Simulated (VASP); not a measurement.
# HfO3 in VASP: notebook

HfO3 is run at these levels: PBE; tasks: single point, relaxation of cell and atoms.

Program: VASP 6.6.1. These are calculated values, not measurements. Logs are shortened: lines on timing, memory, paths and dates and some standing lists are left out, and cuts for length are marked.

## 1. The cell of the first run

The structure is tetragonal, space group P4/mmm (No. 123). The conventional cell has a = 3.272 Å, b = 3.272 Å, c = 4.065 Å, α = 90.00°, β = 90.00°, γ = 90.00°. Within 2.7 Å of Hf (site symmetry 4/mmm) lie 10 O at 2.03 to 2.43 Å. O (site symmetry 4mm) has 1 O at 1.52 Å within 2.0 Å. O (site symmetry 4/mmm) has 2 Hf at 2.03 Å and 8 O at 2.64 Å within 2.7 Å.

The cell was built from a structure type or drawn by symmetry, and may not be a known phase.

## 2. Single point, PBE

INCAR reads:

```
SYSTEM = HfO3
  ALGO = Normal
  EDIFF = 1E-6
  ENCUT = 520
  GGA = PE
  ISIF = 2
  ISMEAR = 0
  LASPH = .TRUE.
  LCHARG = .FALSE.
  LREAL = .FALSE.
  LWAVE = .FALSE.
  NBANDS = 22
  NELM = 100
  PREC = Accurate
  SIGMA = 0.1
```

KPOINTS reads:

```
k-points
0
G
  6 6 4
  0 0 0
```

POSCAR reads:

```
HfO3
1.0
    3.2723071062      0.0000000000      0.0000000000
    0.0000000000      3.2723071062      0.0000000000
    0.0000000000      0.0000000000      4.0654417294
Hf O
1 3
Direct
    0.0000000000      0.0000000000      0.0000000000
    0.5000000000      0.5000000000      0.8135788539
    0.0000000000      0.0000000000      0.5000000000
    0.5000000000      0.5000000000      0.1864211461
```

Potentials or basis: VASP PAW PBE potentials, release 64 (Hf_pv, O).

Run with:

```bash
cat potpaw_PBE.64/Hf_pv/POTCAR potpaw_PBE.64/O/POTCAR > POTCAR
mpirun -np 1 vasp_std > vasp.out
```

OUTCAR:

```text
SYSTEM = HfO3
   EDIFF = 1E-6
   ENCUT = 520
   GGA = PE
   ISIF = 2
   ISMEAR = 0
   LASPH = .TRUE.
   LREAL = .FALSE.
   NELM = 100
   PREC = Accurate

 ion  position               nearest neighbor table
   1  0.000  0.000  0.000-   3 2.03   3 2.03   4 2.43   2 2.43   2 2.43   4 2.43   2 2.43   4 2.43
                             2 2.43   4 2.43
   2  0.500  0.500  0.814-   4 1.52   1 2.43   1 2.43   1 2.43   1 2.43
   3  0.000  0.000  0.500-   1 2.03   1 2.03
   4  0.500  0.500  0.186-   2 1.52   1 2.43   1 2.43   1 2.43   1 2.43

  LATTYP: Found a simple tetragonal cell.
 ALAT       =     3.2723071062
 C/A-ratio  =     1.2423778079

  Lattice vectors:

 A1 = (   3.2723071062,   0.0000000000,   0.0000000000)
 A2 = (   0.0000000000,   3.2723071062,   0.0000000000)
 A3 = (   0.0000000000,   0.0000000000,   4.0654417294)

Analysis of symmetry for initial positions (statically):
=====================================================================
 Subroutine PRICEL returns:
 Original cell was already a primitive cell.

 Routine SETGRP: Setting up the symmetry group for a
 simple tetragonal supercell.

 Subroutine GETGRP returns: Found 16 space group operations
 (whereof 16 operations were pure point group operations)
 out of a pool of 16 trial point group operations.

The static configuration has the point symmetry D_4h.

Analysis of symmetry for dynamics (positions and initial velocities):
=====================================================================
 Subroutine PRICEL returns:
 Original cell was already a primitive cell.

 Routine SETGRP: Setting up the symmetry group for a
 simple tetragonal supercell.

 Subroutine GETGRP returns: Found 16 space group operations
 (whereof 16 operations were pure point group operations)
 out of a pool of 16 trial point group operations.

The dynamic configuration has the point symmetry D_4h.

 Subroutine INISYM returns: Found 16 space group operations
 (whereof 16 operations are pure point group operations),
 and found     1 'primitive' translations

----------------------------------------------------------------------------------------

                                     Primitive cell

  volume of cell :      43.5327

  direct lattice vectors                    reciprocal lattice vectors
     3.272307106  0.000000000  0.000000000     0.305594789  0.000000000  0.000000000
     0.000000000  3.272307106  0.000000000     0.000000000  0.305594789  0.000000000
     0.000000000  0.000000000  4.065441729     0.000000000  0.000000000  0.245975731

  length of vectors
     3.272307106  3.272307106  4.065441729     0.305594789  0.305594789  0.245975731

  position of ions in fractional coordinates (direct lattice)
     0.000000000  0.000000000  0.000000000
     0.500000000  0.500000000  0.813578854
     0.000000000  0.000000000  0.500000000
     0.500000000  0.500000000  0.186421146

  ion indices of the primitive-cell ions
   primitive index   ion index
                 1           1
                 2           2
                 3           3
                 4           4

----------------------------------------------------------------------------------------

 KPOINTS: k-points

Automatic generation of k-mesh.
 Grid dimensions read from file:
 generate k-points for:    6    6    4

 Generating k-lattice:

  Cartesian coordinates                     Fractional coordinates (reciprocal lattice)
     0.050932465  0.000000000  0.000000000     0.166666667  0.000000000  0.000000000
     0.000000000  0.050932465  0.000000000     0.000000000  0.166666667  0.000000000
     0.000000000  0.000000000  0.061493933     0.000000000  0.000000000  0.250000000

  Length of vectors
     0.050932465  0.050932465  0.061493933

  Shift w.r.t. Gamma in fractional coordinates (k-lattice)
     0.000000000  0.000000000  0.000000000

 Subroutine IBZKPT returns following result:
 ===========================================

 Found     30 irreducible k-points:

 Following reciprocal coordinates:
            Coordinates               Weight
[... 52 lines left out ...]

 k-point     5 :       0.1667    0.1667    0.0000
  band No.  band energies     occupation
      1     -27.4212      2.00000
      2     -27.3715      2.00000
      3     -26.8351      2.00000
      4     -18.8611      2.00000
      5     -12.5770      2.00000
      6     -11.9031      2.00000
[... 14 lines left out ...]
     21      12.4857      0.00000
     22      16.1927      0.00000

 k-point     6 :       0.3333    0.1667    0.0000
  band No.  band energies     occupation
      1     -27.6052      2.00000
      2     -27.3562      2.00000
      3     -26.8147      2.00000
      4     -18.6740      2.00000
      5     -12.5217      2.00000
      6     -11.9022      2.00000
[... 14 lines left out ...]
     21      12.8744      0.00000
     22      16.1777      0.00000

 k-point     7 :       0.5000    0.1667    0.0000
  band No.  band energies     occupation
      1     -27.7023      2.00000
      2     -27.3395      2.00000
      3     -26.8045      2.00000
      4     -18.5842      2.00000
      5     -12.4940      2.00000
      6     -11.9021      2.00000
[... 324 lines left out ...]
      6     -11.8307      2.00000
[... 14 lines left out ...]
     21      15.4110      0.00000
     22      15.4110      0.00000

 k-point    21 :       0.0000    0.0000    0.5000
  band No.  band energies     occupation
      1     -27.2963      2.00000
      2     -27.2963      2.00000
      3     -26.9844      2.00000
      4     -18.9809      2.00000
      5     -12.8255      2.00000
      6     -10.9883      2.00000
[... 14 lines left out ...]
     21      14.3813      0.00000
     22      15.4363      0.00000

 k-point    22 :       0.1667    0.0000    0.5000
  band No.  band energies     occupation
      1     -27.4107      2.00000
      2     -27.2854      2.00000
      3     -26.9722      2.00000
      4     -18.8263      2.00000
      5     -12.7629      2.00000
      6     -11.0705      2.00000
[... 14 lines left out ...]
     21      15.1344      0.00000
     22      16.3968      0.00000

 k-point    23 :       0.3333    0.0000    0.5000
  band No.  band energies     occupation
      1     -27.6292      2.00000
      2     -27.2635      2.00000
      3     -26.9477      2.00000
      4     -18.5208      2.00000
      5     -12.6138      2.00000
      6     -11.2613      2.00000
[... 14 lines left out ...]
     21      15.5236      0.00000
     22      16.0323      0.00000

 k-point    24 :       0.5000    0.0000    0.5000
  band No.  band energies     occupation
      1     -27.7337      2.00000
      2     -27.2524      2.00000
      3     -26.9354      2.00000
      4     -18.3691      2.00000
      5     -12.5202      2.00000
      6     -11.3769      2.00000
[... 14 lines left out ...]
     21      12.1596      0.00000
     22      16.2103      0.00000

 [... further k-points ...]

------------------------ aborting loop because EDIFF is reached ----------------------------------------

  FORCE on cell =-STRESS in cart. coord.  units (eV):
  Direction    XX          YY          ZZ          XY          YZ          ZX
  --------------------------------------------------------------------------------------
  -------------------------------------------------------------------------------------
  Total       -0.4774355     -0.4774355     -0.4513553      0.0000000      0.0000000      0.0000000
  in kB      -17.5715259    -17.5715259    -16.6116678      0.0000000      0.0000000      0.0000000
  external PRESSURE =     -17.2515732 kB  Pullay stress =       0.0000000 kB

 VOLUME and BASIS-vectors are now :
 -----------------------------------------------------------------------------
  energy-cutoff  :      520.00
  volume of cell :       43.53
      direct lattice vectors                 reciprocal lattice vectors
     3.272307106  0.000000000  0.000000000     0.305594789  0.000000000  0.000000000
     0.000000000  3.272307106  0.000000000     0.000000000  0.305594789  0.000000000
     0.000000000  0.000000000  4.065441729     0.000000000  0.000000000  0.245975731

 POSITION                                       TOTAL-FORCE (eV/Angst)
 -----------------------------------------------------------------------------------
      0.00000      0.00000      0.00000         0.000000      0.000000      0.000000
      1.63615      1.63615      3.30756         0.000000     -0.000000     -0.175018
      0.00000      0.00000      2.03272         0.000000      0.000000      0.000000
      1.63615      1.63615      0.75788        -0.000000     -0.000000      0.175018
 -----------------------------------------------------------------------------------
    total drift:                                0.000000     -0.000000     -0.000000

  FREE ENERGIE OF THE ION-ELECTRON SYSTEM (eV)
  ---------------------------------------------------
  free  energy   TOTEN  =       -30.7302342889 eV

  energy  without entropy=      -30.7222640729  energy(sigma->0) =      -30.72624918
```

It took 36 s on 1 thread of Intel Xeon 8259CL, shared host; peak memory 0.16 GiB.

Results:

```
Free energy            : -30.7302 eV
Pressure               : -1.7 GPa
Largest force          : 0.175 eV/Å
Band gap on the k mesh : zero (bands 14 and 15 overlap by 0.51 eV)
```

Forces on the atoms (eV/Å):
```
Hf   0.000  0.000  0.000
O    0.000  0.000 -0.175
O    0.000  0.000  0.000
O    0.000  0.000  0.175
```

Stress tensor (GPa, compression positive):
```
-1.76  0.00  0.00
 0.00 -1.76  0.00
 0.00  0.00 -1.66
```

Levels at points of the mesh, in eV from the Fermi level:
| k point | band 12 | band 13 | band 14 | band 15 | band 16 | band 17 |
| --- | --- | --- | --- | --- | --- | --- |
| (0.00, 0.00, 0.00) | -1.19 | -1.06 | -0.25 | -0.25 | 1.40 | 3.43 |
| (0.50, 0.00, 0.00) | -0.95 | -0.40 | -0.37 | 2.71 | 2.79 | 3.82 |
| (0.50, 0.50, 0.00) | -0.91 | -0.88 | -0.88 | 3.64 | 3.88 | 5.07 |
| (0.00, 0.00, 0.50) | -3.44 | -1.07 | 0.12 | 0.12 | 1.53 | 1.91 |
| (0.50, 0.00, 0.50) | -2.42 | -2.01 | -1.39 | 2.02 | 2.87 | 5.54 |
| (0.50, 0.50, 0.50) | -4.47 | 0.22 | 0.22 | 2.04 | 3.67 | 5.46 |

Caveat: the k points lie up to 0.39 Å⁻¹ apart, too coarse for converged energies and pressures of a metal; spin-orbit coupling is left out, which moves the levels of the heavy elements.

## 3. Single point, PBE

This run uses another cell than the first one, of 10.07 Å³/atom.

INCAR reads:

```
  PREC = Accurate
  ENCUT = 520
  EDIFF = 1E-7
  ISMEAR = 0
  SIGMA = 0.1
  LREAL = False
  LASPH = True
  NELM = 100
  ALGO = Normal
  ISIF = 2
  LWAVE = False
  LCHARG = False
  GGA = PE
  NBANDS = 22
```

KPOINTS reads:

```
Automatic mesh
0
Gamma
  8 8 2
```

POSCAR reads:

```
HfO3
1.0
    2.1954416723     -2.1983763782      0.0000000000
    2.1954416723      2.1983763782      0.0000000000
    0.0000000000      0.0000000000      4.1709868719
Hf O
1 3
Direct
    0.0000000000      0.0000000000      0.0000000000
    0.5000000000      0.5000000000      0.7725212716
    0.0000000000      0.0000000000      0.5000000000
    0.5000000000      0.5000000000      0.2274787284
```

Potentials or basis: VASP PAW PBE potentials, release 64 (Hf_pv, O).

Run with:

```bash
cat potpaw_PBE.64/Hf_pv/POTCAR potpaw_PBE.64/O/POTCAR > POTCAR
mpirun -np 1 vasp_std > vasp.out
```

Run time: 53 s. Hardware: 1 thread of Intel Xeon 8259CL, shared host; peak memory 0.17 GiB.

Results (log left out):

```yaml
Free_energy: -30.3753 eV
Pressure: -2.6 GPa
Largest_force: 0.026 eV/Å
Band_gap_on_the_k_mesh: zero (bands 14 and 15 overlap by 0.81 eV)
```

Forces in eV/Å, atoms in the order of the input:
```
Hf   0.000  0.000  0.000
O    0.000  0.000  0.026
O    0.000  0.000  0.000
O    0.000  0.000 -0.026
```

Stress tensor (GPa, compression positive):
```
-2.24  0.00  0.00
 0.00 -2.35  0.00
 0.00  0.00 -3.14
```

Levels at points of the mesh, in eV from the Fermi level:
```csv
k point,band 11,band 12,band 13,band 14,band 15,band 16,band 17,band 18
"(0.00, 0.00, 0.00)",-2.36,-1.57,-0.96,-0.05,-0.05,1.91,3.31,4.77
"(0.50, 0.00, 0.00)",-1.60,-0.88,-0.60,-0.42,1.68,3.27,3.35,4.45
"(0.50, 0.50, 0.00)",-4.08,-1.38,-0.37,-0.37,1.88,5.42,6.13,6.15
"(0.00, 0.00, 0.50)",-3.14,-2.92,-0.87,-0.77,0.41,0.42,3.68,4.80
"(0.50, 0.00, 0.50)",-2.91,-2.69,-2.08,-1.30,-0.38,3.66,5.38,6.12
"(0.50, 0.50, 0.50)",-4.23,-3.50,-0.71,0.43,0.43,5.60,6.62,6.63
```

Caveat: the k points lie up to 0.75 Å⁻¹ apart, too coarse for converged energies and pressures of a metal; spin-orbit coupling is left out, which moves the levels of the heavy elements.

## 4. Relaxation of cell and atoms, PBE

This run uses another cell than the first one, of 10.07 Å³/atom.

INCAR reads:

```
  PREC = Accurate
  ENCUT = 600
  EDIFF = 1E-6
  ISMEAR = 0
  SIGMA = 0.1
  LREAL = F
  LASPH = T
  NELM = 80
  ALGO = Normal
  ISIF = 3
  LWAVE = F
  LCHARG = F
  GGA = PE
  IBRION = 2
  NSW = 90
  EDIFFG = -0.04
```

KPOINTS reads:

```
regular mesh
0
Gamma
  6 6 4
```

Changes to POSCAR since step 3:

```diff
@@ -2,4 +2,4 @@
 1.0
-    2.1954416723     -2.1983763782      0.0000000000
-    2.1954416723      2.1983763782      0.0000000000
+    3.1068992318      0.0000000000      0.0000000000
+    0.0000000000      3.1068992318      0.0000000000
     0.0000000000      0.0000000000      4.1709868719
```

Run with:

```bash
cat potpaw_PBE.64/Hf_pv/POTCAR potpaw_PBE.64/O/POTCAR > POTCAR
mpirun -np 1 vasp_std > vasp.out
```

Wall time 5 min (1 thread of Intel Xeon 8259CL, shared host); peak memory 0.2 GiB.

Results (log left out):

```yaml
Free_energy: -30.7339 eV
Relaxed_volume: 10.74 Å³/atom
Relaxed_cell: a = 3.255 Å, b = 3.255 Å, c = 4.053 Å, α = 90.00°, β = 90.00°, γ = 90.00°
Space_group_after_relaxing_to_0.1_Å: P4/mmm (No. 123)
Energy_gained_by_relaxing: 111.7 meV/atom
Ionic_steps: 12
Pressure_after_relaxing: 0.0 GPa
Largest_force_after_relaxing: 0.007 eV/Å
Band_gap_on_the_k_mesh: zero (bands 14 and 15 overlap by 0.53 eV)
```

Forces in eV/Å, atoms in the order of the input:
```
Hf   0.000  0.000  0.000
O    0.000  0.000  0.007
O    0.000  0.000  0.000
O    0.000  0.000 -0.007
```

Stress tensor (GPa, compression positive):
```
-0.05  0.00  0.00
 0.00 -0.05  0.00
 0.00  0.00  0.17
```

Step by step:
```csv
step,energy change (eV),largest force (eV/Å),pressure (GPa),volume (Å³)
1,0.0000,1.2957,-2.63,40.26
2,-0.1094,0.9388,12.17,39.26
3,-0.1206,0.5386,8.16,39.50
4,-0.3324,1.6169,0.54,41.76
5,-0.4307,0.0802,-4.08,44.18
6,-0.4361,0.5085,-3.26,43.59
7,-0.4368,0.3796,-3.47,43.72
8,-0.2174,3.8395,5.49,43.71
9,-0.4405,0.0223,-2.59,43.72
10,-0.4449,0.0809,1.25,42.70
11,-0.4461,0.0618,-0.03,43.03
12,-0.4468,0.0068,0.02,42.95
```

Final structure:
```
Hf O
1.0
     3.25529    0.00000    0.00000
     0.00000    3.25529    0.00000
     0.00000    0.00000    4.05350
Hf O
1 3
Cartesian
  3.2553 0.0000 4.0535
  1.6276 1.6276 3.2920
  3.2553 0.0000 2.0267
  1.6276 1.6276 0.7615
```

Levels at points of the mesh, in eV from the Fermi level:
```tsv
k point	band 10	band 11	band 12	band 13	band 14	band 15	band 16	band 17	band 18
(0.00, 0.00, 0.00)	-2.39	-2.39	-1.22	-1.04	-0.24	-0.24	1.49	3.49	3.75
(0.50, 0.00, 0.00)	-2.90	-1.77	-0.96	-0.38	-0.38	2.73	2.84	3.77	3.87
(0.50, 0.50, 0.00)	-3.70	-3.70	-0.89	-0.88	-0.88	3.74	3.75	5.15	5.15
(0.00, 0.00, 0.50)	-3.98	-3.52	-3.52	-1.11	0.13	0.13	1.63	1.75	3.53
(0.50, 0.00, 0.50)	-4.44	-2.77	-2.45	-2.09	-1.40	1.87	2.92	5.60	6.12
(0.50, 0.50, 0.50)	-5.33	-5.33	-4.50	0.23	0.23	1.87	3.77	5.58	6.46
```

Caveat: the k points lie up to 0.39 Å⁻¹ apart in the final cell, too coarse for converged energies and pressures of a metal; spin-orbit coupling is left out, which moves the levels of the heavy elements.

## 5. Single point, PBE

This run uses another cell than the first one, of 10.94 Å³/atom.

INCAR reads:

```
PREC     = Accurate       # precision mode
ENCUT    = 520            # plane-wave cutoff, eV
EDIFF    = 1E-6           # SCF threshold, eV
ISMEAR   = 0              # smearing method
SIGMA    = 0.1            # smearing width, eV
LREAL    = False          # projectors in reciprocal space
LASPH    = True           # aspherical terms in the spheres
NELM     = 60             # most SCF steps
ALGO     = Normal         # electronic algorithm
ISIF     = 2              # what is computed and relaxed
LWAVE    = False          # write WAVECAR
LCHARG   = False          # write CHGCAR
GGA      = PE             # functional
NBANDS   = 22             # bands
```

KPOINTS reads:

```
Automatic mesh
0
Gamma
  14 14 12
```

POSCAR reads:

```
HfO3
1.0
    3.2866527383      0.0000000000      0.0000000000
    0.0000000000      3.2866527383      0.0000000000
    0.0000000000      0.0000000000      4.0510659639
Hf O
1 3
Direct
    0.0000000000      0.0000000000      0.0000000000
    0.5000000000      0.5000000000      0.8126658147
    0.0000000000      0.0000000000      0.5000000000
    0.5000000000      0.5000000000      0.1873341853
```

Run with:

```bash
cat potpaw_PBE.64/Hf_pv/POTCAR potpaw_PBE.64/O/POTCAR > POTCAR
mpirun -np 1 vasp_std > vasp.out
```

It took 3.7 min on 1 thread of Intel Xeon 8259CL, shared host; peak memory 0.31 GiB.

It converged, with:

```
Free energy            : -30.7389 eV
Pressure               : -1.9 GPa
Largest force          : 0.159 eV/Å
Band gap on the k mesh : zero (bands 14 and 15 overlap by 0.56 eV)
```

Forces on the atoms (eV/Å):
```
Hf   0.000  0.000  0.000
O    0.000  0.000 -0.159
O    0.000  0.000  0.000
O    0.000  0.000  0.159
```

Stress tensor (GPa, compression positive):
```
-1.98  0.00  0.00
 0.00 -1.98  0.00
 0.00  0.00 -1.69
```

Levels at points of the mesh, in eV from the Fermi level:
```csv
k point,band 10,band 11,band 12,band 13,band 14,band 15,band 16,band 17,band 18,band 19
"(0.00, 0.00, 0.00)",-2.33,-2.33,-1.25,-1.09,-0.32,-0.32,1.25,3.28,3.86,5.02
"(0.50, 0.00, 0.00)",-2.84,-1.73,-1.02,-0.45,-0.44,2.61,2.67,3.70,3.87,5.97
"(0.50, 0.50, 0.00)",-3.58,-3.58,-0.95,-0.92,-0.92,3.46,3.86,4.93,4.93,5.25
"(0.00, 0.00, 0.50)",-4.07,-3.49,-3.49,-1.13,0.05,0.05,1.39,1.85,3.32,6.60
"(0.50, 0.00, 0.50)",-4.52,-2.71,-2.51,-2.04,-1.50,1.96,2.74,5.49,5.99,6.03
"(0.50, 0.50, 0.50)",-5.24,-5.24,-4.58,0.18,0.18,1.98,3.50,5.27,6.30,6.30
```

Caveat: spin-orbit coupling is left out, which moves the levels of the heavy elements.

## 6. The runs side by side

| task | cell | k mesh | cutoff (eV) | gap on the mesh (eV) | pressure (GPa) | largest force (eV/Å) |
| --- | --- | --- | --- | --- | --- | --- |
| single point | a = 3.272, b = 3.272, c = 4.065 Å, 4 atoms, atomic positions A | 6 × 6 × 4 | 520 | none | -1.7 | 0.18 |
| single point | a = 3.107, b = 3.107, c = 4.171 Å, angles 90.0, 90.0, 90.1°, 4 atoms, atomic positions B | 8 × 8 × 2 | 520 | none | -2.6 | 0.03 |
| relaxation of cell and atoms | relaxed from a = 3.107, b = 3.107, c = 4.171 Å, 4 atoms, atomic positions B | 6 × 6 × 4 | 600 | none | 0.0 | 0.01 |
| single point | a = 3.287, b = 3.287, c = 4.051 Å, 4 atoms, atomic positions A | 14 × 14 × 12 | 520 | none | -1.9 | 0.16 |

Alike in all rows: level PBE; potentials or basis VASP PAW PBE potentials, release 64 (Hf_pv, O); no spin polarisation; smearing gaussian 0.1 eV.

Caveats: some runs use coarse meshes; spin-orbit coupling is left out, which moves the levels of the heavy elements.

Absolute energies hang on the potentials; compare differences alone.
